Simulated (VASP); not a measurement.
# Al (I4/mmm) in VASP: notebook

Al is run at these levels: PBE; tasks: single point.

All numbers are computed with VASP 6.6.1; they aren't measurements. Logs are shortened: lines on timing, memory, paths and dates and some standing lists are left out, and cuts for length are marked.

## 1. The cell of the first run

It takes space group I4/mmm (No. 139, tetragonal). Conventional cell: a = 3.211 Å, b = 3.211 Å, c = 3.460 Å, α = 90.00°, β = 90.00°, γ = 90.00°. Within 3.8 Å of Al (site symmetry 4/mmm) lie 14 Al at 2.85 to 3.46 Å.

## 2. Single point, PBE (volume 17.831 Å^3 an atom, c/a of the conventional cell 1.0776)

Contents of INCAR:

```
SYSTEM = Al
  ALGO = Normal
  EDIFF = 1E-7
  ENCUT = 520
  GGA = PE
  ISIF = 2
  ISMEAR = 0
  LASPH = .True.
  LCHARG = .False.
  LREAL = .False.
  LWAVE = .False.
  NBANDS = 8
  NELM = 60
  PREC = Accurate
  SIGMA = 0.15
```

Contents of KPOINTS:

```
k-points
0
Gamma
  22 22 22
  0 0 0
```

Contents of POSCAR:

```
Al
1.0
   -1.6052870738      1.6052870738      1.7298573507
    1.6052870738     -1.6052870738      1.7298573507
    1.6052870738      1.6052870738     -1.7298573507
Al
1
Direct
    0.0000000000      0.0000000000      0.0000000000
```

Potentials or basis: VASP PAW PBE potentials, release 64 (Al).

Command:

```console
cat potpaw_PBE.64/Al/POTCAR > POTCAR
mpirun -np 1 vasp_std > vasp.out
```

OUTCAR:

```text
SYSTEM = Al
   EDIFF = 1E-7
   ENCUT = 520
   GGA = PE
   ISIF = 2
   ISMEAR = 0
   LASPH = .True.
   LREAL = .False.
   NELM = 60
   PREC = Accurate

 ion  position               nearest neighbor table
   1  0.000  0.000  0.000-

  LATTYP: Found a body centered tetragonal cell.
 ALAT       =     3.2105741476
 C/A-ratio  =     1.0776000000

  Lattice vectors:

 A1 = (  -1.6052870738,   1.6052870738,   1.7298573507)
 A2 = (   1.6052870738,  -1.6052870738,   1.7298573507)
 A3 = (   1.6052870738,   1.6052870738,  -1.7298573507)

Analysis of symmetry for initial positions (statically):
=====================================================================
 Subroutine PRICEL returns:
 Original cell was already a primitive cell.

 Routine SETGRP: Setting up the symmetry group for a
 body centered tetragonal supercell.

 Subroutine GETGRP returns: Found 16 space group operations
 (whereof 16 operations were pure point group operations)
 out of a pool of 16 trial point group operations.

The static configuration has the point symmetry D_4h.

Analysis of symmetry for dynamics (positions and initial velocities):
=====================================================================
 Subroutine PRICEL returns:
 Original cell was already a primitive cell.

 Routine SETGRP: Setting up the symmetry group for a
 body centered tetragonal supercell.

 Subroutine GETGRP returns: Found 16 space group operations
 (whereof 16 operations were pure point group operations)
 out of a pool of 16 trial point group operations.

The dynamic configuration has the point symmetry D_4h.

 Subroutine INISYM returns: Found 16 space group operations
 (whereof 16 operations are pure point group operations),
 and found     1 'primitive' translations

----------------------------------------------------------------------------------------

                                     Primitive cell

  volume of cell :      17.8310

  direct lattice vectors                    reciprocal lattice vectors
    -1.605287074  1.605287074  1.729857351     0.000000000  0.311470769  0.289041174
     1.605287074 -1.605287074  1.729857351     0.311470769  0.000000000  0.289041174
     1.605287074  1.605287074 -1.729857351     0.311470769  0.311470769  0.000000000

  length of vectors
     2.854172320  2.854172320  2.854172320     0.424922158  0.424922158  0.440486186

  position of ions in fractional coordinates (direct lattice)
     0.000000000  0.000000000  0.000000000

  ion indices of the primitive-cell ions
   primitive index   ion index
                 1           1

----------------------------------------------------------------------------------------

 KPOINTS: k-points

Automatic generation of k-mesh.
 Grid dimensions read from file:
 generate k-points for:   22   22   22

 Generating k-lattice:

  Cartesian coordinates                     Fractional coordinates (reciprocal lattice)
     0.000000000  0.014157762  0.013138235     0.045454545 -0.000000000  0.000000000
     0.014157762  0.000000000  0.013138235    -0.000000000  0.045454545  0.000000000
     0.014157762  0.014157762  0.000000000     0.000000000  0.000000000  0.045454545

  Length of vectors
     0.019314644  0.019314644  0.020022099

  Shift w.r.t. Gamma in fractional coordinates (k-lattice)
     0.000000000  0.000000000  0.000000000

 Subroutine IBZKPT returns following result:
 ===========================================

 Found    834 irreducible k-points:

 Following reciprocal coordinates:
            Coordinates               Weight
  0.000000  0.000000  0.000000      1.000000
  0.045455 -0.000000  0.000000      8.000000
  0.090909 -0.000000  0.000000      8.000000
  0.136364  0.000000  0.000000      8.000000
  0.181818 -0.000000  0.000000      8.000000
  0.227273 -0.000000  0.000000      8.000000
[... 16 lines left out ...]
  0.500000  0.045455  0.000000     16.000000
 -0.454545  0.045455  0.000000     16.000000
 [... further k-points ...]
   k-points           NKPTS =    834   k-points in BZ     NKDIM =    834   number of bands    NBANDS=      8
   number of dos      NEDOS =    301   number of ions     NIONS =      1
   total plane-waves  NPLWV =  13824
   dimension x,y,z NGX =    24 NGY =   24 NGZ =   24
   dimension x,y,z NGXF=    48 NGYF=   48 NGZF=   48
   ions per type =               1
   NGX,Y,Z   is equivalent  to a cutoff of  13.98, 13.98, 13.98 a.u.
   NGXF,Y,Z  is equivalent  to a cutoff of  27.96, 27.96, 27.96 a.u.
 SYSTEM =  Al
   PREC   = accura    normal or accurate (medium, high low for compatibility)
   ISTART =      0    job   : 0-new  1-cont  2-samecut
   ICHARG =      2    charge: 1-file 2-atom 10-const
   ISPIN  =      1    spin polarized calculation?
   LNONCOLLINEAR =      F non collinear calculations
   LSORBIT =      F    spin-orbit coupling
   LASPH  =      T    aspherical Exc in radial PAW
   ENCUT  =  520.0 eV  38.22 Ry    6.18 a.u.   5.31  5.31  5.31*2*pi/ulx,y,z
   NELM   =     60;   NELMIN=  2; NELMDL= -5     # of ELM steps
   EDIFF  = 0.1E-06   stopping-criterion for ELM
   LREAL  =      F    real-space projection
   EDIFFG = 0.1E-05   stopping-criterion for IOM
   NSW    =      0    number of steps for IOM
   IBRION =     -1    ionic relax: 0-MD 1-quasi-New 2-CG
   NFREE  =      0    steps in history (QN), initial steepest desc. (CG)
   ISIF   =      2    stress and relaxation
   ISYM   =      2    0-nonsym 1-usesym 2-fastsym
   POTIM  = 0.5000    time-step for ionic-motion
   TEBEG  =    0.0;   TEEND  =   0.0 temperature during run
   PSTRESS=    0.0 pullay stress
   NELECT =       3.0000    total number of electrons
   NUPDOWN=      -1.0000    fix difference up-down
   EMIN   =  10.00;   EMAX   =-10.00  energy-range for DOS
   EFERMI =   0.00;   METHOD = LEGACY
   ISMEAR =     0;   SIGMA  =   0.15  broadening in eV -4-tet -1-fermi 0-gaus
   EFERMI_NEDOS =   21; number of points for ismear=-14 and -15
   IALGO  =     38    algorithm
   IMIX   =      4    mixing-type and parameters
     AMIX     =   0.40;   BMIX     =  1.00
     AMIX_MAG =   1.60;   BMIX_MAG =  1.00
  volume/ion in A,a.u.               =      17.83       120.33
  Fermi-wavevector in a.u.,A,eV,Ry     =   0.903767  1.707873 11.113178  0.816796
  Thomas-Fermi vector in A             =   2.027133
   LORBIT       =      0    0 simple, 1 ext, 2 COOP (PROOUT), +10 PAW based schemes
   GGA     = PE    functional components
   LHFCALC =     F    Hartree Fock is set to
   AEXX    =    0.0000 exact exchange contribution
   IVDW    =     0    specifies the selected vdW correction
   LEPSILON=     F    determine dielectric tensor
   LRPA    =     F    only Hartree local field effects (RPA)
 non-spin polarized calculation
 Gauss-broadening in eV      SIGMA  =   0.15
  energy-cutoff  :      520.00
  volume of cell :       17.83
 maximum number of plane-waves:       498
 NGX is ok and might be reduce to    24
   NGX = 11   NGY = 11   NGZ = 11

 number of electron       3.0000000 magnetization

 Free energy of the ion-electron system (eV)
  ---------------------------------------------------
  ext. energy  EPLUGINS =         0.00000000
  ---------------------------------------------------
  free energy    TOTEN  =        -3.64987436 eV

  energy without entropy =       -3.64478871  energy(sigma->0) =       -3.64733153

 E-fermi :   7.2087     XC(G=0):  -9.9224

 val. band max:        7.2070162596   @ k =  -0.1818  -0.3182   0.0455
 cond. band min:       7.2121366274   @ k =   0.3182   0.3182   0.1364
 fundamental gap:      0.0051203678
 Fermi energy:         7.2087165193

 k-point     1 :       0.0000    0.0000    0.0000
  band No.  band energies     occupation
      1      -3.3911      2.00000
      2      19.5637      0.00000
      3      19.5637      0.00000
      4      20.4464      0.00000
      5      20.8716      0.00000
      6      20.8716      0.00000
      7      21.1552      0.00000
      8      21.9784      0.00000

 k-point     2 :       0.0455   -0.0000    0.0000
  band No.  band energies     occupation
      1      -3.3359      2.00000
      2      18.6503      0.00000
      3      19.1646      0.00000
      4      20.4589      0.00000
      5      20.5801      0.00000
      6      21.1203      0.00000
      7      21.6929      0.00000
      8      21.8538      0.00000

 k-point     3 :       0.0909   -0.0000    0.0000
  band No.  band energies     occupation
      1      -3.1702      2.00000
      2      17.0580      0.00000
      3      18.4732      0.00000
      4      19.9791      0.00000
      5      20.0411      0.00000
      6      21.5867      0.00000
      7      21.6889      0.00000
      8      22.6770      0.00000

 k-point     4 :       0.1364    0.0000    0.0000
  band No.  band energies     occupation
      1      -2.8946      2.00000
      2      15.3087      0.00000
      3      17.7942      0.00000
      4      19.2625      0.00000
      5      19.5446      0.00000
      6      21.2083      0.00000
      7      22.1264      0.00000
      8      22.8782      0.00000

 k-point     5 :       0.1818   -0.0000    0.0000
  band No.  band energies     occupation
      1      -2.5095      2.00000
      2      13.5456      0.00000
      3      17.1843      0.00000
      4      18.5445      0.00000
      5      19.0519      0.00000
      6      20.6636      0.00000
      7      22.4469      0.00000
      8      23.2152      0.00000
[... 177 lines left out ...]
 k-point    22 :       0.4545    0.0455    0.0000
  band No.  band energies     occupation
      1       2.5832      2.00000
      2       3.8476      2.00000
      3      14.4838      0.00000
      4      15.6507      0.00000
      5      17.6892      0.00000
      6      18.9943      0.00000
      7      25.5380      0.00000
      8      27.3129      0.00000

 k-point    23 :       0.5000    0.0455    0.0000
  band No.  band energies     occupation
      1       2.6662      2.00000
      2       3.7572      2.00000
      3      14.5593      0.00000
      4      15.5705      0.00000
      5      17.7535      0.00000
      6      18.9117      0.00000
      7      24.9211      0.00000
      8      27.9206      0.00000

 k-point    24 :      -0.4545    0.0455    0.0000
  band No.  band energies     occupation
      1       1.5981      2.00000
      2       5.0136      2.00000
      3      14.7289      0.00000
      4      15.5875      0.00000
      5      17.9075      0.00000
      6      18.9213      0.00000
      7      24.2160      0.00000
      8      28.1612      0.00000

 [... further k-points ...]
[... 5 lines left out ...]
  --------------------------------------------------------------------------------------
  -------------------------------------------------------------------------------------
  Total       -0.4674414     -0.4674414     -0.1788168      0.0000000      0.0000000      0.0000000
  in kB      -42.0012386    -42.0012386    -16.0673142      0.0000000      0.0000000      0.0000000
  external PRESSURE =     -33.3565971 kB  Pullay stress =       0.0000000 kB

 VOLUME and BASIS-vectors are now :
 -----------------------------------------------------------------------------
  energy-cutoff  :      520.00
  volume of cell :       17.83
      direct lattice vectors                 reciprocal lattice vectors
    -1.605287074  1.605287074  1.729857351     0.000000000  0.311470769  0.289041174
     1.605287074 -1.605287074  1.729857351     0.311470769  0.000000000  0.289041174
     1.605287074  1.605287074 -1.729857351     0.311470769  0.311470769  0.000000000

 POSITION                                       TOTAL-FORCE (eV/Angst)
 -----------------------------------------------------------------------------------
      0.00000      0.00000      0.00000        -0.000000      0.000000      0.000000
 -----------------------------------------------------------------------------------
    total drift:                                0.000000      0.000000      0.000000

  FREE ENERGIE OF THE ION-ELECTRON SYSTEM (eV)
  ---------------------------------------------------
  free  energy   TOTEN  =        -3.6498743554 eV

  energy  without entropy=       -3.6447887096  energy(sigma->0) =       -3.64733153
```

It took 31 s on 1 thread of Intel Xeon Platinum 8559C (Emerald Rapids), shared host; peak memory 0.22 GiB.

Results:

| Quantity | Value |
| --- | --- |
| Free energy | -3.6499 eV |
| Pressure | -3.3 GPa |

Stress tensor (GPa, compression positive):
```
-4.20  0.00  0.00
 0.00 -4.20  0.00
 0.00  0.00 -1.61
```

Levels at points of the mesh, in eV from the Fermi level:
```
           k point  band 1  band 2  band 3  band 4
(0.00, 0.00, 0.00)  -10.60   12.35   12.35   13.24
(0.50, 0.00, 0.00)   -4.13   -3.97    8.08    8.62
(0.50, 0.50, 0.00)   -3.79   -3.33    6.81    7.19
(0.50, 0.50, 0.50)    0.53    2.28    2.42    2.42
```

## 3. Single point, PBE (volume 15.574 Å^3 an atom, c/a of the conventional cell 1.3484)

Contents of INCAR:

```
SYSTEM = Al
ALGO = Normal
EDIFF = 1E-6
ENCUT = 520
GGA = PE
ISIF = 2
ISMEAR = 0
LASPH = .TRUE.
LCHARG = .FALSE.
LREAL = .FALSE.
LWAVE = .FALSE.
NBANDS = 8
NELM = 60
PREC = Accurate
SIGMA = 0.15
```

Contents of KPOINTS:

```
k-points
0
G
  22 22 22
  0 0 0
```

Contents of POSCAR:

```
Al
1.0
   -1.4239906741      1.4239906741      1.9201090250
    1.4239906741     -1.4239906741      1.9201090250
    1.4239906741      1.4239906741     -1.9201090250
Al
1
Direct
    0.0000000000      0.0000000000      0.0000000000
```

Potentials or basis: VASP PAW PBE potentials, release 64 (Al).

Command:

```console
cat potpaw_PBE.64/Al/POTCAR > POTCAR
mpirun -np 1 vasp_std > vasp.out
```

Wall time 71 s (1 thread of Intel Xeon Platinum 8488C (Sapphire Rapids), shared host); peak memory 0.2 GiB.

The run converged. Its results:

```yaml
Free_energy: -3.7301 eV
Pressure: 5.3 GPa
```

Stress tensor (GPa, compression positive):
```
4.06 0.00 0.00
0.00 4.06 0.00
0.00 0.00 7.62
```

Levels at points of the mesh, in eV from the Fermi level:
```csv
k point,band 1,band 2,band 3,band 4
"(0.00, 0.00, 0.00)",-11.54,12.79,12.79,13.32
"(0.50, 0.00, 0.00)",-4.83,-4.45,11.18,11.44
"(0.50, 0.50, 0.00)",-3.30,-1.95,5.49,6.04
"(0.50, 0.50, 0.50)",-2.56,-0.95,4.89,5.27
```

## 4. Single point, PBE (volume 15.574 Å^3 an atom, c/a of the conventional cell 1.5658)

Contents of INCAR:

```
SYSTEM = Al
PREC = Accurate ; ENCUT = 520
EDIFF = 1E-6 ; ISMEAR = 0
SIGMA = 0.15 ; LREAL = .False.
LASPH = .True. ; NELM = 100
ALGO = Normal ; ISIF = 2
LWAVE = .False. ; LCHARG = .False.
GGA = PE ; NBANDS = 8
```

Contents of KPOINTS:

```
regular mesh
0
Gamma
  22 22 22
  0 0 0
```

Contents of POSCAR:

```
Al
1.0
   -1.3547774629      1.3547774629      2.1213105515
    1.3547774629     -1.3547774629      2.1213105515
    1.3547774629      1.3547774629     -2.1213105515
Al
1
Direct
    0.0000000000      0.0000000000      0.0000000000
```

Command:

```console
cat potpaw_PBE.64/Al/POTCAR > POTCAR
mpirun -np 1 vasp_std > vasp.out
```

Wall time 72 s (1 thread of Intel Xeon Platinum 8488C (Sapphire Rapids), shared host); peak memory 0.2 GiB.

It converged, with:

```
Free energy : -3.7103 eV
Pressure    : 5.9 GPa
```

Stress tensor (GPa, compression positive):
```
8.53 0.00 0.00
0.00 8.53 0.00
0.00 0.00 0.76
```

Levels at points of the mesh, in eV from the Fermi level:
```tsv
k point	band 1	band 2	band 3	band 4	band 5	band 6
(0.00, 0.00, 0.00)	-11.53	12.29	13.49	13.49	14.87	14.87
(0.50, 0.00, 0.00)	-4.80	-4.41	10.30	10.34	12.98	13.46
(0.50, 0.50, 0.00)	-2.51	-0.89	4.96	5.00	5.71	9.03
(0.50, 0.50, 0.50)	-3.98	-2.99	6.12	7.23	7.23	10.94
```

## 5. Summary

```csv
cell,gap on the mesh (eV),pressure (GPa)
"a = 2.854 Å, angles 111.6, 111.6, 105.4°, 1 atom",none,-3.3
"a = 2.783 Å, angles 118.4, 118.4, 92.7°, 1 atom",none,5.3
"a = 2.858 Å, angles 123.4, 123.4, 84.2°, 1 atom",none,5.9
```

Alike in all rows: task single point; level PBE; potentials or basis VASP PAW PBE potentials, release 64 (Al); no spin polarisation; k mesh 22 × 22 × 22; cutoff (eV) 520; smearing gaussian 0.15 eV.

Total energies depend on the potentials used, so only differences within one code and one set of settings carry meaning.
